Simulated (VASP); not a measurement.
Write the native input for VASP 6.6.1 that does the following.

- Task: single point
- Functional: PBE
- Potentials or basis: VASP PAW PBE potentials, release 64 (Rh_pv)
- Cutoff: 520 eV
- k mesh: 11 × 11 × 3
- Occupations: fermi-dirac, width 0.05 eV
- Spin: no spin polarisation
- Dipole correction: no
- Further INCAR settings: ALGO = Normal; EDIFF = 1e-06; NBANDS = 38

The structure of Rh lies in POSCAR:

```
Rh
1.0
    2.7445373327      0.0000000000      0.0000000000
   -1.3722686664      2.3768390518      0.0000000000
    0.0000000000      0.0000000000      8.9706251171
Rh
4
Direct
    0.6666666667      0.3333333333      0.7500000000
    0.0000000000      0.0000000000      0.5000000000
    0.3333333333      0.6666666667      0.2500000000
    0.0000000000      0.0000000000      0.0000000000
```

This isn't the form of Rh at room conditions, which is fcc.

One way to write it, as run:

INCAR

```
SYSTEM = Rh
ALGO = Normal
EDIFF = 1E-6
ENCUT = 520
GGA = PE
ISIF = 2
ISMEAR = -1
LASPH = .TRUE.
LCHARG = .FALSE.
LREAL = .FALSE.
LWAVE = .FALSE.
NBANDS = 38
NELM = 80
PREC = Accurate
SIGMA = 0.05
```

KPOINTS

```
k-points
0
G
  11 11 3
  0 0 0
```

Potentials or basis: VASP PAW PBE potentials, release 64 (Rh_pv).

Command:

```console
$ cat potpaw_PBE.64/Rh_pv/POTCAR > POTCAR
$ mpirun -np 1 vasp_std > vasp.out
```

It gave:

```yaml
Pressure: -8.9 GPa
Band_gap_on_the_k_mesh: zero (bands 30 and 31 overlap by 1.48 eV)
```

Caveat: the cell stands under tension.

Run time: 64 s on 1 thread of AMD EPYC 7R43 64-Core Processor (Zen 3), with other jobs on the host, peak memory 0.16 GiB.
